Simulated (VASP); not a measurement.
The system is Nb3Sn.

```xyz
8
Lattice="5.2821 0.0000 0.0000 0.0000 5.2821 0.0000 0.0000 0.0000 5.2821" Properties=species:S:1:pos:R:3 pbc="T T T"
Nb    1.3205    0.0000    2.6410
Nb    2.6410    3.9616    0.0000
Nb    3.9616    0.0000    2.6410
Nb    2.6410    1.3205    0.0000
Nb    0.0000    2.6410    3.9616
Nb    0.0000    2.6410    1.3205
Sn    0.0000    0.0000    0.0000
Sn    2.6410    2.6410    2.6410
```

```yaml
Program: VASP 6.6.1
Task: relaxation of cell and atoms
Functional: LDA
Potentials_or_basis: VASP PAW LDA potentials, release 64 (Nb_sv, Sn_d)
Cutoff: 600 eV
k_mesh: 8 × 8 × 8
Occupations: gaussian, width 0.1 eV
Spin: no spin polarisation
```

At the start: pressure -6.0 GPa; volume 18.42 Å³/atom.

Q: How do energy, volume and symmetry change on relaxing?

A: Over 4 steps the energy falls by 12.0 meV/atom and the volume is 17.80 Å³/atom (-3.4 %); space group Pm-3n (No. 223, to 0.1 Å) before and after.

The path:
| step | energy change (eV) | largest force (eV/Å) | pressure (GPa) | volume (Å³) |
| --- | --- | --- | --- | --- |
| 1 | 0.0000 | 0.0000 | -5.96 | 147.37 |
| 2 | 0.2864 | 0.0000 | 14.16 | 133.23 |
| 3 | -0.0957 | 0.0000 | -0.15 | 142.49 |
| 4 | -0.0957 | 0.0000 | -0.01 | 142.38 |

Final structure:
```
Nb Sn
1.0
     5.22176    0.00000    0.00000
     0.00000    5.22176    0.00000
     0.00000    0.00000    5.22176
Nb Sn
6 2
Direct
  0.25000 0.00000 0.50000
  0.50000 0.75000 0.00000
  0.75000 0.00000 0.50000
  0.50000 0.25000 0.00000
  0.00000 0.50000 0.75000
  0.00000 0.50000 0.25000
  0.00000 0.00000 0.00000
  0.50000 0.50000 0.50000
```
